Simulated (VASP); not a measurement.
# O (R-3m) in VASP: a series of runs

The runs below take O through single point, relaxation of cell and atoms, with PBE.

Everything below comes from runs of VASP 6.6.1. Logs are shortened: lines on timing, memory, paths and dates and some standing lists are left out, and cuts for length are marked.

## (1) The cell of the first run

It takes space group R-3m (No. 166, trigonal). The conventional cell has a = 3.774 Å, b = 3.774 Å, c = 12.331 Å, α = 90.00°, β = 90.00°, γ = 120.00°. O (site symmetry 3m) has 1 O at 1.22 Å within 1.6 Å.

## (2) Single point, PBE, collinear spin, ferromagnetic start

Input file INCAR:

```
PREC = Accurate
ENCUT = 520
EDIFF = 1E-6
ISMEAR = 0
SIGMA = 0.02
LREAL = F
LASPH = T
NELM = 150
ALGO = Normal
ISIF = 2
LWAVE = F
LCHARG = F
ISPIN = 2
MAGMOM = 0.61 0.61
LORBIT = 11
GGA = PE
NBANDS = 17
```

Input file KPOINTS:

```
Automatic mesh
0
Gamma
  9 9 9
```

Input file POSCAR:

```
O
1.0
    1.8869934869      1.0894561976      4.1104195860
   -1.8869934869      1.0894561976      4.1104195860
    0.0000000000     -2.1789123952      4.1104195860
O
2
Direct
    0.9505862398      0.9505862398      0.9505862398
    0.0494137602      0.0494137602      0.0494137602
```

Potentials or basis: VASP PAW PBE potentials, release 64 (O).

Started as:

```bash
$ cat potpaw_PBE.64/O/POTCAR > POTCAR
$ mpirun -np 1 vasp_std > vasp.out
```

OUTCAR:

```text
PREC = Accurate
   ENCUT = 520
   EDIFF = 1E-6
   ISMEAR = 0
   LREAL = F
   LASPH = T
   NELM = 150
   ISIF = 2
   ISPIN = 2
   LORBIT = 11
   GGA = PE

 ion  position               nearest neighbor table
   1  0.951  0.951  0.951-   2 1.22
   2  0.049  0.049  0.049-   1 1.22

  LATTYP: Found a trigonal (rhomboedric) cell.
 ALAT       =     4.6522261767
 COS(alpha) =     0.6709596513

  Lattice vectors:

 A1 = (   1.8869934869,   1.0894561976,   4.1104195860)
 A2 = (  -1.8869934869,   1.0894561976,   4.1104195860)
 A3 = (   0.0000000000,  -2.1789123952,   4.1104195860)

Analysis of symmetry for initial positions (statically):
=====================================================================
 Subroutine PRICEL returns:
 Original cell was already a primitive cell.

 Routine SETGRP: Setting up the symmetry group for a
 trigonal (rhombohedral) supercell.

 Subroutine GETGRP returns: Found 12 space group operations
 (whereof 12 operations were pure point group operations)
 out of a pool of 12 trial point group operations.

The static configuration has the point symmetry D_3d.

Analysis of symmetry for dynamics (positions and initial velocities):
=====================================================================
 Subroutine PRICEL returns:
 Original cell was already a primitive cell.

 Routine SETGRP: Setting up the symmetry group for a
 trigonal (rhombohedral) supercell.

 Subroutine GETGRP returns: Found 12 space group operations
 (whereof 12 operations were pure point group operations)
 out of a pool of 12 trial point group operations.

The dynamic configuration has the point symmetry D_3d.

Analysis of structural, dynamic, and magnetic symmetry:
=====================================================================
 Subroutine PRICEL returns:
 Original cell was already a primitive cell.

 Routine SETGRP: Setting up the symmetry group for a
 trigonal (rhombohedral) supercell.

 Subroutine GETGRP returns: Found 12 space group operations
 (whereof 12 operations were pure point group operations)
 out of a pool of 12 trial point group operations.

The overall configuration has the point symmetry D_3d.

 Subroutine INISYM returns: Found 12 space group operations
 (whereof 12 operations are pure point group operations),
 and found     1 'primitive' translations

----------------------------------------------------------------------------------------

                                     Primitive cell

  volume of cell :      50.7011

  direct lattice vectors                    reciprocal lattice vectors
     1.886993487  1.089456198  4.110419586     0.264971768  0.152981521  0.081094722
    -1.886993487  1.089456198  4.110419586    -0.264971768  0.152981521  0.081094722
     0.000000000 -2.178912395  4.110419586     0.000000000 -0.305963043  0.081094722

  length of vectors
     4.652226177  4.652226177  4.652226177     0.316527625  0.316527625  0.316527625

  position of ions in fractional coordinates (direct lattice)
     0.950586240  0.950586240  0.950586240
     0.049413760  0.049413760  0.049413760

  ion indices of the primitive-cell ions
   primitive index   ion index
                 1           1
                 2           2

----------------------------------------------------------------------------------------

 KPOINTS: Automatic mesh

Automatic generation of k-mesh.
 Grid dimensions read from file:
 generate k-points for:    9    9    9

 Generating k-lattice:

  Cartesian coordinates                     Fractional coordinates (reciprocal lattice)
     0.029441308  0.016997947  0.009010525     0.111111111 -0.000000000  0.000000000
    -0.029441308  0.016997947  0.009010525    -0.000000000  0.111111111  0.000000000
     0.000000000 -0.033995894  0.009010525     0.000000000  0.000000000  0.111111111

  Length of vectors
     0.035169736  0.035169736  0.035169736

  Shift w.r.t. Gamma in fractional coordinates (k-lattice)
     0.000000000  0.000000000  0.000000000

 Subroutine IBZKPT returns following result:
 ===========================================

 Found     85 irreducible k-points:

 Following reciprocal coordinates:
            Coordinates               Weight
  0.000000  0.000000  0.000000      1.000000
  0.111111  0.000000  0.000000      6.000000
  0.222222 -0.000000  0.000000      6.000000
  0.333333  0.000000  0.000000      6.000000
  0.444444 -0.000000  0.000000      6.000000
  0.111111  0.111111  0.000000      6.000000
[... 16 lines left out ...]
 -0.333333  0.333333  0.000000      6.000000
  0.444444  0.444444  0.000000      6.000000
 [... further k-points ...]
   k-points           NKPTS =     85   k-points in BZ     NKDIM =     85   number of bands    NBANDS=     17
   number of dos      NEDOS =    301   number of ions     NIONS =      2
   total plane-waves  NPLWV =  46656
   dimension x,y,z NGX =    36 NGY =   36 NGZ =   36
   dimension x,y,z NGXF=    72 NGYF=   72 NGZF=   72
   ions per type =               2
   NGX,Y,Z   is equivalent  to a cutoff of  12.86, 12.86, 12.86 a.u.
   NGXF,Y,Z  is equivalent  to a cutoff of  25.73, 25.73, 25.73 a.u.
 SYSTEM =  unknown system
   PREC   = accura    normal or accurate (medium, high low for compatibility)
   ISTART =      0    job   : 0-new  1-cont  2-samecut
   ICHARG =      2    charge: 1-file 2-atom 10-const
   ISPIN  =      2    spin polarized calculation?
   LNONCOLLINEAR =      F non collinear calculations
   LSORBIT =      F    spin-orbit coupling
   LASPH  =      T    aspherical Exc in radial PAW
   ENCUT  =  520.0 eV  38.22 Ry    6.18 a.u.   8.65  8.65  8.65*2*pi/ulx,y,z
   NELM   =    150;   NELMIN=  2; NELMDL= -5     # of ELM steps
   EDIFF  = 0.1E-05   stopping-criterion for ELM
   LREAL  =      F    real-space projection
   EDIFFG = 0.1E-04   stopping-criterion for IOM
   NSW    =      0    number of steps for IOM
   IBRION =     -1    ionic relax: 0-MD 1-quasi-New 2-CG
   NFREE  =      0    steps in history (QN), initial steepest desc. (CG)
   ISIF   =      2    stress and relaxation
   ISYM   =      2    0-nonsym 1-usesym 2-fastsym
   POTIM  = 0.5000    time-step for ionic-motion
   TEBEG  =    0.0;   TEEND  =   0.0 temperature during run
   PSTRESS=    0.0 pullay stress
   NELECT =      12.0000    total number of electrons
   NUPDOWN=      -1.0000    fix difference up-down
   EMIN   =  10.00;   EMAX   =-10.00  energy-range for DOS
   EFERMI =   0.00;   METHOD = LEGACY
   ISMEAR =     0;   SIGMA  =   0.02  broadening in eV -4-tet -1-fermi 0-gaus
   EFERMI_NEDOS =   21; number of points for ismear=-14 and -15
   IALGO  =     38    algorithm
   IMIX   =      4    mixing-type and parameters
     AMIX     =   0.40;   BMIX     =  1.00
     AMIX_MAG =   1.60;   BMIX_MAG =  1.00
  volume/ion in A,a.u.               =      25.35       171.07
  Fermi-wavevector in a.u.,A,eV,Ry     =   1.012658  1.913646 13.952446  1.025476
  Thomas-Fermi vector in A             =   2.145780
   LORBIT       =     11    0 simple, 1 ext, 2 COOP (PROOUT), +10 PAW based schemes
   GGA     = PE    functional components
   LHFCALC =     F    Hartree Fock is set to
   AEXX    =    0.0000 exact exchange contribution
   IVDW    =     0    specifies the selected vdW correction
   LEPSILON=     F    determine dielectric tensor
   LRPA    =     F    only Hartree local field effects (RPA)
 spin polarized calculation
 Gauss-broadening in eV      SIGMA  =   0.02
  energy-cutoff  :      520.00
  volume of cell :       50.70
 maximum number of plane-waves:      1379
   NGX = 17   NGY = 17   NGZ = 17

 number of electron      12.0000000 magnetization       2.0000341

 Free energy of the ion-electron system (eV)
  ---------------------------------------------------
  ext. energy  EPLUGINS =         0.00000000
  ---------------------------------------------------
  free energy    TOTEN  =        -9.89565408 eV

  energy without entropy =       -9.89565408  energy(sigma->0) =       -9.89565408

 E-fermi :  -3.7933     XC(G=0):  -5.9397

 val. band max:       -3.9020714297   @ k =   0.4444   0.4444   0.4444
 cond. band min:      -2.0934245281   @ k =   0.4444   0.4444   0.0000
 fundamental gap:      1.8086469016
 Fermi energy:        -3.7932666318

 spin component 1

 k-point     1 :       0.0000    0.0000    0.0000
  band No.  band energies     occupation
      1     -30.0483      1.00000
      2     -17.7055      1.00000
      3     -10.8880      1.00000
      4     -10.4652      1.00000
      5     -10.4652      1.00000
      6      -3.9700      1.00000
[... 9 lines left out ...]
     16      15.0145      0.00000
     17      16.8709      0.00000

 k-point     2 :       0.1111    0.0000    0.0000
  band No.  band energies     occupation
      1     -30.0455      1.00000
      2     -17.7051      1.00000
      3     -10.8778      1.00000
      4     -10.4939      1.00000
      5     -10.4728      1.00000
      6      -3.9946      1.00000
[... 9 lines left out ...]
     16      16.0860      0.00000
     17      17.0773      0.00000

 k-point     3 :       0.2222   -0.0000    0.0000
  band No.  band energies     occupation
      1     -30.0385      1.00000
      2     -17.7044      1.00000
      3     -10.8545      1.00000
      4     -10.5628      1.00000
      5     -10.4921      1.00000
      6      -4.0561      1.00000
[... 392 lines left out ...]
 k-point    23 :      -0.3333    0.3333    0.0000
  band No.  band energies     occupation
      1     -30.0208      1.00000
      2     -17.7179      1.00000
      3     -10.7466      1.00000
      4     -10.6975      1.00000
      5     -10.5766      1.00000
      6      -4.1981      1.00000
[... 9 lines left out ...]
     16      18.1000      0.00000
     17      18.9978      0.00000

 k-point    24 :       0.4444    0.4444    0.0000
  band No.  band energies     occupation
      1     -30.0231      1.00000
      2     -17.7444      1.00000
      3     -10.7988      1.00000
      4     -10.5688      1.00000
      5     -10.5540      1.00000
      6      -4.2956      1.00000
[... 9 lines left out ...]
     16      17.5723      0.00000
     17      18.6231      0.00000

 [... further k-points ...]

 spin component 2

 k-point     1 :       0.0000    0.0000    0.0000
  band No.  band energies     occupation
      1     -28.8454      1.00000
      2     -15.8977      1.00000
      3     -10.0227      1.00000
      4      -8.5527      1.00000
      5      -8.5527      1.00000
      6      -1.6127      0.00000
[... 9 lines left out ...]
     16      15.3571      0.00000
     17      16.9256      0.00000

 k-point     2 :       0.1111    0.0000    0.0000
  band No.  band energies     occupation
      1     -28.8426      1.00000
      2     -15.8978      1.00000
      3      -9.9983      1.00000
      4      -8.6058      1.00000
      5      -8.5624      1.00000
      6      -1.6477      0.00000
[... 9 lines left out ...]
     16      16.2935      0.00000
     17      17.4393      0.00000

 k-point     3 :       0.2222   -0.0000    0.0000
  band No.  band energies     occupation
      1     -28.8350      1.00000
      2     -15.8981      1.00000
      3      -9.9319      1.00000
      4      -8.7424      1.00000
      5      -8.5871      1.00000
      6      -1.7350      0.00000
[... 392 lines left out ...]
 k-point    23 :      -0.3333    0.3333    0.0000
  band No.  band energies     occupation
      1     -28.8160      1.00000
      2     -15.9179      1.00000
      3      -9.6880      1.00000
      4      -8.8902      1.00000
      5      -8.8551      1.00000
      6      -1.9470      0.00000
[... 9 lines left out ...]
     16      18.6090      0.00000
     17      19.5730      0.00000

 k-point    24 :       0.4444    0.4444    0.0000
  band No.  band energies     occupation
      1     -28.8186      1.00000
      2     -15.9509      1.00000
      3      -9.6474      1.00000
      4      -8.9763      1.00000
      5      -8.6835      1.00000
      6      -2.0934      0.00000
[... 9 lines left out ...]
     16      17.8118      0.00000
     17      18.7132      0.00000

 [... further k-points ...]
[... 5 lines left out ...]
  --------------------------------------------------------------------------------------
  -------------------------------------------------------------------------------------
  Total       -0.0549505     -0.0549505      1.3041339      0.0000000      0.0000000      0.0000000
  in kB       -1.7364601     -1.7364601     41.2111924      0.0000000      0.0000000      0.0000000
  external PRESSURE =      12.5794241 kB  Pullay stress =       0.0000000 kB

 VOLUME and BASIS-vectors are now :
 -----------------------------------------------------------------------------
  energy-cutoff  :      520.00
  volume of cell :       50.70
      direct lattice vectors                 reciprocal lattice vectors
     1.886993487  1.089456198  4.110419586     0.264971768  0.152981521  0.081094722
    -1.886993487  1.089456198  4.110419586    -0.264971768  0.152981521  0.081094722
     0.000000000 -2.178912395  4.110419586     0.000000000 -0.305963043  0.081094722

 POSITION                                       TOTAL-FORCE (eV/Angst)
 -----------------------------------------------------------------------------------
      0.00000      0.00000     11.72192         0.000000      0.000000     -1.143082
      0.00000      0.00000      0.60933         0.000000     -0.000000      1.143082
 -----------------------------------------------------------------------------------
    total drift:                                0.000000     -0.000000      0.000000

  FREE ENERGIE OF THE ION-ELECTRON SYSTEM (eV)
  ---------------------------------------------------
  free  energy   TOTEN  =        -9.8956540766 eV

  energy  without entropy=       -9.8956540766  energy(sigma->0) =       -9.89565408

 total charge

# of ion       s       p       d       tot
------------------------------------------
    1        1.612   3.297   0.000   4.909
    2        1.612   3.297   0.000   4.909
--------------------------------------------------
tot          3.224   6.594   0.000   9.818

 magnetization (x)

# of ion       s       p       d       tot
------------------------------------------
    1        0.010   0.799   0.000   0.809
    2        0.010   0.799   0.000   0.809
--------------------------------------------------
tot          0.021   1.597   0.000   1.618
```

Run time: 58 s. Hardware: 1 thread of Intel Xeon Platinum 8559C (Emerald Rapids), shared host; peak memory 0.28 GiB.

What came out:

- Free energy: -9.8957 eV
- Pressure: 1.3 GPa
- Largest force: 1.143 eV/Å
- Band gap on the k mesh: 1.81 eV, indirect (least direct gap 1.84 eV)
- Net moment: 2.00 μB per cell
- Site moments: O +0.81 μB
- Valence electrons inside the program's atomic spheres: O 4.91

Forces in eV/Å, atoms in the order of the input:
```
O    0.000  0.000 -1.143
O    0.000  0.000  1.143
```

Stress tensor (GPa, compression positive):
```
-0.17  0.00  0.00
 0.00 -0.17  0.00
 0.00  0.00  4.12
```

Caveat: the standard files for N, O and F lose accuracy on very short bonds; forces of over 1 eV/Å act on the atoms, so gaps and moduli don't describe the material at rest. PBE gaps usually lie below the measured ones, often by a third to a half.

## (3) Relaxation of cell and atoms, PBE, collinear spin, ferromagnetic start

This run uses another cell than the first one, of 20.91 Å³/atom, 0.825 times its volume.

Input file INCAR:

```
ALGO     = Normal         # electronic algorithm
EDIFF    = 1E-7           # SCF threshold, eV
EDIFFG   = -0.005         # ionic threshold
ENCUT    = 600            # plane-wave cutoff, eV
GGA      = PE             # functional
IBRION   = 2              # ionic algorithm
ISIF     = 3              # what is computed and relaxed
ISMEAR   = 0              # smearing method
ISPIN    = 2              # spin polarisation
LASPH    = True           # aspherical terms in the spheres
LCHARG   = False          # write CHGCAR
LORBIT   = 11             # projections on sites
LREAL    = False          # projectors in reciprocal space
LWAVE    = False          # write WAVECAR
MAGMOM   = 0.61 0.61      # initial moments
NELM     = 150            # most SCF steps
NSW      = 70             # ionic steps
PREC     = Accurate       # precision mode
SIGMA    = 0.02           # smearing width, eV
```

Input file KPOINTS:

```
k-points
0
Gamma
  9 9 9
```

Input file POSCAR:

```
O
1.0
    1.7637033856      1.0182746245      3.8818702962
   -1.7637033856      1.0182746245      3.8818702962
    0.0000000000     -2.0365492489      3.8818702962
O
2
Direct
    0.9476824978      0.9476824978      0.9476824978
    0.0523175022      0.0523175022      0.0523175022
```

Potentials or basis: VASP PAW PBE potentials, release 64 (O).

Started as:

```bash
$ cat potpaw_PBE.64/O/POTCAR > POTCAR
$ mpirun -np 1 vasp_std > vasp.out
```

Wall time 11 min (1 thread of Intel Xeon Platinum 8559C (Emerald Rapids), shared host); peak memory 0.27 GiB.

Results (log left out):

```
Free energy                                           : -9.9027 eV
Relaxed volume                                        : 22.63 Å³/atom
Relaxed cell                                          : a = 4.343 Å, b = 4.343 Å, c = 4.343 Å, α = 50.73°, β = 50.73°, γ = 50.73°
Space group after relaxing (to 0.05 Å)                : R-3m (No. 166)
Energy gained by relaxing                             : 5.1 meV/atom
Ionic steps                                           : 28
Pressure after relaxing                               : 0.0 GPa
Largest force after relaxing                          : 0.004 eV/Å
Band gap on the k mesh                                : 1.70 eV, indirect (least direct gap 1.71 eV)
Net moment                                            : 2.00 μB per cell
Site moments                                          : O +0.81 μB
Valence electrons inside the program's atomic spheres : O 4.89
```

Forces on the atoms (eV/Å):
```
O    0.000  0.000 -0.004
O    0.000  0.000  0.004
```

Step by step:
| step | energy change (eV) | largest force (eV/Å) | pressure (GPa) | volume (Å³) |
| --- | --- | --- | --- | --- |
| 1 | 0.0000 | 1.1195 | 1.83 | 41.83 |
| 2 | 0.4809 | 6.0957 | -10.18 | 43.28 |
| 3 | -0.0076 | 0.2410 | -0.29 | 41.98 |
| 4 | -0.0080 | 0.0484 | 0.01 | 41.95 |
| 5 | -0.0080 | 0.0021 | 0.09 | 41.94 |
| 6 | -0.0080 | 0.0187 | 0.12 | 41.94 |
| 7 | -0.0081 | 0.0174 | 0.11 | 42.00 |
| 8 | -0.0083 | 0.0135 | 0.10 | 42.18 |
| 9 | -0.0087 | 0.0075 | 0.06 | 42.55 |
| 10 | -0.0094 | 0.0055 | 0.02 | 43.28 |
| 11 | -0.0100 | 0.0274 | -0.06 | 44.75 |
| 12 | -0.0078 | 0.5804 | 0.82 | 44.87 |
| 13 | -0.0100 | 0.0117 | 0.00 | 44.76 |
| 14 | -0.0100 | 0.0134 | 0.00 | 44.76 |
| 15 | -0.0100 | 0.0330 | 0.03 | 44.79 |
| 16 | -0.0101 | 0.0823 | 0.09 | 44.86 |
| 17 | -0.0101 | 0.0816 | 0.09 | 44.87 |
| 18 | -0.0101 | 0.0804 | 0.09 | 44.87 |
| 19 | -0.0101 | 0.0776 | 0.08 | 44.88 |
| 20 | -0.0101 | 0.0711 | 0.08 | 44.90 |
| 21 | -0.0101 | 0.0592 | 0.06 | 44.93 |
| 22 | -0.0102 | 0.0367 | 0.02 | 45.00 |
| 23 | -0.0102 | 0.0079 | -0.04 | 45.13 |
| 24 | -0.0102 | 0.0892 | -0.16 | 45.39 |
| 25 | -0.0102 | 0.0242 | -0.07 | 45.19 |
| 26 | -0.0102 | 0.0138 | -0.05 | 45.22 |
| 27 | -0.0102 | 0.0194 | -0.01 | 45.30 |
| 28 | -0.0102 | 0.0044 | -0.03 | 45.26 |

Final structure:
```
CELL_PARAMETERS angstrom
1.86054 1.07418 3.77479
-1.86054 1.07418 3.77479
0.00000 -2.14837 3.77479
ATOMIC_POSITIONS crystal
O 0.94554 0.94554 0.94554
O 0.05446 0.05446 0.05446
```

Levels at points of the mesh, in eV from the valence-band top:
Spin up:
| k point | band 4 | band 5 | band 6 | band 7 | band 8 | band 9 | band 10 | band 11 |
| --- | --- | --- | --- | --- | --- | --- | --- | --- |
| (0.00, 0.00, 0.00) | -6.33 | -6.33 | -0.14 | -0.14 | 6.28 | 10.24 | 14.02 | 15.37 |
Spin down:
```
           k point  band 2  band 3  band 4  band 5  band 6  band 7  band 8  band 9
(0.00, 0.00, 0.00)  -11.98   -6.17   -4.41   -4.41    2.21    2.21    6.63   11.25
```

Caveat: the standard files for N, O and F lose accuracy on very short bonds. A k mesh can miss the band edges.
